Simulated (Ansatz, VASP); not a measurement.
One calculation of TaN, two programs

File INCAR:

```
SYSTEM = TaN
  ALGO = Normal
  EDIFF = 1E-6
  ENCUT = 520
  GGA = PE
  ISIF = 2
  ISMEAR = 0
  LASPH = .TRUE.
  LCHARG = .TRUE.
  LELF = .TRUE.
  LREAL = .FALSE.
  LVHAR = .TRUE.
  LWAVE = .FALSE.
  NBANDS = 24
  NELM = 80
  PREC = Accurate
  SIGMA = 0.15
```

Contents of KPOINTS:

```
k-points
0
G
  18 18 8
  0 0 0
```

The input POSCAR:

```
TaN
1.0
    2.9014308152      0.0000000000      0.0000000000
   -1.4507154076      2.5127127932      0.0000000000
    0.0000000000      0.0000000000      6.3375953295
Ta N
2 2
Direct
    0.3333333333      0.6666666667      0.0304880884
    0.6666666667      0.3333333333      0.5304880884
    0.3333333333      0.6666666667      0.3545119116
    0.6666666667      0.3333333333      0.8545119116
```

Input for Ansatz:

```yaml
crystal:
  lattice:
    - [2.9014308152, 0.0, 0.0]
    - [-1.4507154076, 2.5127127932, 0.0]
    - [0.0, 0.0, 6.3375953295]
  atoms:
    - { symbol: Ta, position: [0.3333333333, 0.6666666667, 0.0304880884] }
    - { symbol: Ta, position: [0.6666666667, 0.3333333333, 0.5304880884] }
    - { symbol: "N", position: [0.3333333333, 0.6666666667, 0.3545119116] }
    - { symbol: "N", position: [0.6666666667, 0.3333333333, 0.8545119116] }
basis:
  ecutwfc: 520.0
kpoints:
  mp_grid: { grid: [18, 18, 8] }
hamiltonian:
  xc: pbe
  pseudopotentials: { kind: paw, azcp: { folder: soft_1 } }
scf:
  occupations: { method: gaussian, width: 0.15 }
output:
  forces: true
  stress: true
  eigenvalues: true
```

Alike in both runs: task single point; functional PBE; k mesh 18 × 18 × 8; occupations gaussian, width 0.15 eV; no spin polarisation.

```csv
,VASP,Ansatz
version,VASP 6.6.1,Ansatz 0.2.0
potentials or method,"VASP PAW PBE potentials, release 64 (Ta_pv, N), cutoff 520 eV","scalar-relativistic, plane waves, PAW"
valence electrons in the cell,32,36
```

```csv
,VASP,Ansatz,Ansatz less VASP
gap on the k mesh at the Fermi level (eV),none,none,-
rms of the force components (eV/Å),1.545,1.521,-0.0242
```

Atom by atom the forces differ by 0.024 eV/Å (rms over components). A gap of «none» marks a metal or a gap that the smearing closes. VASP's potentials hold 32 valence electrons a cell and Ansatz's 36, so a difference there can come from the potentials and not from the codes.

Neither program's run includes spin-orbit coupling.
